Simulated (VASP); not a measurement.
Input of a VASP 6.6.1 run:

File INCAR:

```
ALGO = Normal
EDIFF = 1E-7
ENCUT = 520
GGA = PE
ISIF = 2
ISMEAR = 0
LASPH = True
LCHARG = False
LREAL = False
LWAVE = False
NBANDS = 24
NELM = 60
PREC = Accurate
SIGMA = 0.1
```

Contents of KPOINTS:

```
k-points
0
Gamma
  6 6 6
```

File POSCAR:

```
Y2Be2N
1.0
   -1.4177538221      3.2058901790      4.2667956544
    1.4177538221     -3.2058901790      4.2667956544
    1.4177538221      3.2058901790     -4.2667956544
Y Be N
2 2 1
Direct
    0.6962220126      0.1962220126      0.5000000000
    0.3037779874      0.8037779874      0.5000000000
    0.8288105753      0.5000000000      0.3288105753
    0.1711894247      0.5000000000      0.6711894247
    0.0000000000      0.0000000000      0.0000000000
```

Potentials or basis: VASP PAW PBE potentials, release 64 (Y_sv, Be, N).

Run with:

```bash
$ cat potpaw_PBE.64/Y_sv/POTCAR potpaw_PBE.64/Be/POTCAR potpaw_PBE.64/N/POTCAR > POTCAR
$ mpirun -np 1 vasp_std > vasp.out
```

(1) Estimate the largest force.

(2) What does it give for the band gap on the k mesh?

(3) Estimate the pressure.

Answers

(1) 0.013 eV/Å.

(2) zero (an odd number of electrons rules out a gap without spin polarisation).

(3) -0.2 GPa.

Caveat: the k points lie up to 0.39 Å⁻¹ apart, too coarse for converged energies and pressures of a metal.
